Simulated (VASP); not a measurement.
# Ba (Im-3m) in VASP: notebook, part 2 of 2

VASP 6.6.1. Earlier steps stand in the parts before.

### Step 3. Single point, PBE (volume scaled by 0.45)

INCAR reads:

```
PREC = Accurate
ENCUT = 520
EDIFF = 1E-6
ISMEAR = -1
SIGMA = 0.08
LREAL = False
LASPH = True
NELM = 60
ALGO = Normal
ISIF = 2
LWAVE = False
LCHARG = False
GGA = PE
NBANDS = 11
```

KPOINTS reads:

```
Automatic mesh
0
Gamma
  11 11 11
```

POSCAR reads:

```
Ba
1.0
   -1.9253504731      1.9253504731      1.9253504731
    1.9253504731     -1.9253504731      1.9253504731
    1.9253504731      1.9253504731     -1.9253504731
Ba
1
Direct
    0.0000000000      0.0000000000      0.0000000000
```

Potentials or basis: VASP PAW PBE potentials, release 64 (Ba_sv).

Launch:

```console
$ cat potpaw_PBE.64/Ba_sv/POTCAR > POTCAR
$ mpirun -np 1 vasp_std > vasp.out
```

OUTCAR:

```text
PREC = Accurate
   ENCUT = 520
   EDIFF = 1E-6
   ISMEAR = -1
   LREAL = False
   LASPH = True
   NELM = 60
   ISIF = 2
   GGA = PE

 ion  position               nearest neighbor table
   1  0.000  0.000  0.000-

  LATTYP: Found a body centered cubic cell.
 ALAT       =     3.8507009462

  Lattice vectors:

 A1 = (  -1.9253504731,   1.9253504731,   1.9253504731)
 A2 = (   1.9253504731,  -1.9253504731,   1.9253504731)
 A3 = (   1.9253504731,   1.9253504731,  -1.9253504731)

Analysis of symmetry for initial positions (statically):
=====================================================================
 Subroutine PRICEL returns:
 Original cell was already a primitive cell.

 Routine SETGRP: Setting up the symmetry group for a
 body centered cubic supercell.

 Subroutine GETGRP returns: Found 48 space group operations
 (whereof 48 operations were pure point group operations)
 out of a pool of 48 trial point group operations.

The static configuration has the point symmetry O_h .

Analysis of symmetry for dynamics (positions and initial velocities):
=====================================================================
 Subroutine PRICEL returns:
 Original cell was already a primitive cell.

 Routine SETGRP: Setting up the symmetry group for a
 body centered cubic supercell.

 Subroutine GETGRP returns: Found 48 space group operations
 (whereof 48 operations were pure point group operations)
 out of a pool of 48 trial point group operations.

The dynamic configuration has the point symmetry O_h .

 Subroutine INISYM returns: Found 48 space group operations
 (whereof 48 operations are pure point group operations),
 and found     1 'primitive' translations

----------------------------------------------------------------------------------------

                                     Primitive cell

  volume of cell :      28.5489

  direct lattice vectors                    reciprocal lattice vectors
    -1.925350473  1.925350473  1.925350473     0.000000000  0.259692979  0.259692979
     1.925350473 -1.925350473  1.925350473     0.259692979  0.000000000  0.259692979
     1.925350473  1.925350473 -1.925350473     0.259692979  0.259692979  0.000000000

  length of vectors
     3.334804842  3.334804842  3.334804842     0.367261333  0.367261333  0.367261333

  position of ions in fractional coordinates (direct lattice)
     0.000000000  0.000000000  0.000000000

  ion indices of the primitive-cell ions
   primitive index   ion index
                 1           1

----------------------------------------------------------------------------------------

 KPOINTS: Automatic mesh

Automatic generation of k-mesh.
 Grid dimensions read from file:
 generate k-points for:   11   11   11

 Generating k-lattice:

  Cartesian coordinates                     Fractional coordinates (reciprocal lattice)
     0.000000000  0.023608453  0.023608453     0.090909091  0.000000000  0.000000000
     0.023608453  0.000000000  0.023608453     0.000000000  0.090909091  0.000000000
     0.023608453  0.023608453  0.000000000     0.000000000  0.000000000  0.090909091

  Length of vectors
     0.033387394  0.033387394  0.033387394

  Shift w.r.t. Gamma in fractional coordinates (k-lattice)
     0.000000000  0.000000000  0.000000000

 Subroutine IBZKPT returns following result:
 ===========================================

 Found     56 irreducible k-points:

 Following reciprocal coordinates:
            Coordinates               Weight
  0.000000  0.000000  0.000000      1.000000
  0.090909  0.000000  0.000000     12.000000
  0.181818  0.000000  0.000000     12.000000
  0.272727  0.000000  0.000000     12.000000
  0.363636  0.000000  0.000000     12.000000
  0.454545  0.000000  0.000000     12.000000
[... 16 lines left out ...]
  0.272727  0.181818  0.090909     48.000000
  0.363636  0.181818  0.090909     24.000000
 [... further k-points ...]
   k-points           NKPTS =     56   k-points in BZ     NKDIM =     56   number of bands    NBANDS=     11
   number of dos      NEDOS =    301   number of ions     NIONS =      1
   total plane-waves  NPLWV =  21952
   dimension x,y,z NGX =    28 NGY =   28 NGZ =   28
   dimension x,y,z NGXF=    56 NGYF=   56 NGZF=   56
   ions per type =               1
   NGX,Y,Z   is equivalent  to a cutoff of  13.96, 13.96, 13.96 a.u.
   NGXF,Y,Z  is equivalent  to a cutoff of  27.92, 27.92, 27.92 a.u.
 SYSTEM =  unknown system
   PREC   = accura    normal or accurate (medium, high low for compatibility)
   ISTART =      0    job   : 0-new  1-cont  2-samecut
   ICHARG =      2    charge: 1-file 2-atom 10-const
   ISPIN  =      1    spin polarized calculation?
   LNONCOLLINEAR =      F non collinear calculations
   LSORBIT =      F    spin-orbit coupling
   LASPH  =      T    aspherical Exc in radial PAW
   ENCUT  =  520.0 eV  38.22 Ry    6.18 a.u.   6.20  6.20  6.20*2*pi/ulx,y,z
   NELM   =     60;   NELMIN=  2; NELMDL= -5     # of ELM steps
   EDIFF  = 0.1E-05   stopping-criterion for ELM
   LREAL  =      F    real-space projection
   EDIFFG = 0.1E-04   stopping-criterion for IOM
   NSW    =      0    number of steps for IOM
   IBRION =     -1    ionic relax: 0-MD 1-quasi-New 2-CG
   NFREE  =      0    steps in history (QN), initial steepest desc. (CG)
   ISIF   =      2    stress and relaxation
   ISYM   =      2    0-nonsym 1-usesym 2-fastsym
   POTIM  = 0.5000    time-step for ionic-motion
   TEBEG  =    0.0;   TEEND  =   0.0 temperature during run
   PSTRESS=    0.0 pullay stress
   NELECT =      10.0000    total number of electrons
   NUPDOWN=      -1.0000    fix difference up-down
   EMIN   =  10.00;   EMAX   =-10.00  energy-range for DOS
   EFERMI =   0.00;   METHOD = LEGACY
   ISMEAR =    -1;   SIGMA  =   0.08  broadening in eV -4-tet -1-fermi 0-gaus
   EFERMI_NEDOS =   21; number of points for ismear=-14 and -15
   IALGO  =     38    algorithm
   IMIX   =      4    mixing-type and parameters
     AMIX     =   0.40;   BMIX     =  1.00
     AMIX_MAG =   1.60;   BMIX_MAG =  1.00
  volume/ion in A,a.u.               =      28.55       192.66
  Fermi-wavevector in a.u.,A,eV,Ry     =   1.154016  2.180773 18.119588  1.331752
  Thomas-Fermi vector in A             =   2.290655
   LORBIT       =      0    0 simple, 1 ext, 2 COOP (PROOUT), +10 PAW based schemes
   GGA     = PE    functional components
   LHFCALC =     F    Hartree Fock is set to
   AEXX    =    0.0000 exact exchange contribution
   IVDW    =     0    specifies the selected vdW correction
   LEPSILON=     F    determine dielectric tensor
   LRPA    =     F    only Hartree local field effects (RPA)
 non-spin polarized calculation
  energy-cutoff  :      520.00
  volume of cell :       28.55
 maximum number of plane-waves:       780
 NGX is ok and might be reduce to    28
   NGX = 13   NGY = 13   NGZ = 13

 number of electron      10.0000000 magnetization

 number of electron       9.9999999 magnetization

 Free energy of the ion-electron system (eV)
  ---------------------------------------------------
  ext. energy  EPLUGINS =         0.00000000
  ---------------------------------------------------
  free energy    TOTEN  =        -0.50145223 eV

  energy without entropy =       -0.47190804  energy(sigma->0) =       -0.48668014

 E-fermi :   5.6167     XC(G=0): -10.4612

 val. band max:        5.5895991650   @ k =  -0.3636  -0.3636   0.0909
 cond. band min:       5.6204716184   @ k =   0.4545   0.0909   0.0000
 fundamental gap:      0.0308724534
 Fermi energy:         5.6166854426

 k-point     1 :       0.0000    0.0000    0.0000
  band No.  band energies     occupation
      1     -23.3657      2.00000
      2      -6.3379      2.00000
      3      -6.3379      2.00000
      4      -6.3379      2.00000
      5       3.7788      2.00000
      6       7.9848      0.00000
      7       7.9848      0.00000
      8       7.9848      0.00000
      9      10.8488      0.00000
     10      10.8488      0.00000
     11      14.7437      0.00000

 k-point     2 :       0.0909    0.0000    0.0000
  band No.  band energies     occupation
      1     -23.3046      2.00000
      2      -6.7285      2.00000
      3      -6.4447      2.00000
      4      -6.3477      2.00000
      5       4.2178      2.00000
      6       7.6585      0.00000
      7       7.8646      0.00000
      8       8.4049      0.00000
      9      10.2585      0.00000
     10      10.7499      0.00000
     11      15.2541      0.00000
[... 295 lines left out ...]
 k-point    24 :       0.3636    0.1818    0.0909
  band No.  band energies     occupation
      1     -22.4396      2.00000
      2      -9.6185      2.00000
      3      -8.2626      2.00000
      4      -7.1894      2.00000
      5       5.4948      1.64230
      6       6.4594      0.00005
      7       9.6926      0.00000
      8      12.0066      0.00000
      9      12.8459      0.00000
     10      16.1563      0.00000
     11      17.3278      0.00000

 [... further k-points ...]
[... 5 lines left out ...]
  --------------------------------------------------------------------------------------
  -------------------------------------------------------------------------------------
  Total        4.1053629      4.1053629      4.1053629      0.0000000     -0.0000000     -0.0000000
  in kB      230.3948468    230.3948468    230.3948468      0.0000000     -0.0000000     -0.0000000
  external PRESSURE =     230.3948468 kB  Pullay stress =       0.0000000 kB

 VOLUME and BASIS-vectors are now :
 -----------------------------------------------------------------------------
  energy-cutoff  :      520.00
  volume of cell :       28.55
      direct lattice vectors                 reciprocal lattice vectors
    -1.925350473  1.925350473  1.925350473     0.000000000  0.259692979  0.259692979
     1.925350473 -1.925350473  1.925350473     0.259692979  0.000000000  0.259692979
     1.925350473  1.925350473 -1.925350473     0.259692979  0.259692979  0.000000000

 POSITION                                       TOTAL-FORCE (eV/Angst)
 -----------------------------------------------------------------------------------
      0.00000      0.00000      0.00000         0.000000      0.000000     -0.000000
 -----------------------------------------------------------------------------------
    total drift:                                0.000000      0.000000      0.000000

  FREE ENERGIE OF THE ION-ELECTRON SYSTEM (eV)
  ---------------------------------------------------
  free  energy   TOTEN  =        -0.5014522310 eV

  energy  without entropy=       -0.4719080394  energy(sigma->0) =       -0.48668014
```

stdout:

```text
POSCAR found type information on POSCAR Ba
 POSCAR found :  1 types and       1 ions
 scaLAPACK will be used
 LDA part: xc-table for (Slater+PW92), standard interpolation
 POSCAR, INCAR and KPOINTS ok, starting setup
 FFT: planning ... GRIDC
 FFT: planning ... GRID_SOFT
 FFT: planning ... GRID
 WAVECAR not read
 entering main loop
```

Run time: 15 s. Hardware: 1 thread of AMD EPYC 7R43 (Zen 3), shared host; peak memory 0.14 GiB.

Results:

* Free energy: -0.5015 eV
* Pressure: 23.0 GPa
* Band gap on the k mesh: zero (band 5 reaches 6.86 eV, above the bottom of band 6 at 3.07 eV)

Levels at points of the mesh, in eV from the Fermi level:
| k point | band 3 | band 4 | band 5 | band 6 | band 7 | band 8 |
| --- | --- | --- | --- | --- | --- | --- |
| (0.00, 0.00, 0.00) | -11.95 | -11.95 | -1.84 | 2.37 | 2.37 | 2.37 |

Caveat: spin-orbit coupling is left out, which moves the levels of the heavy elements.
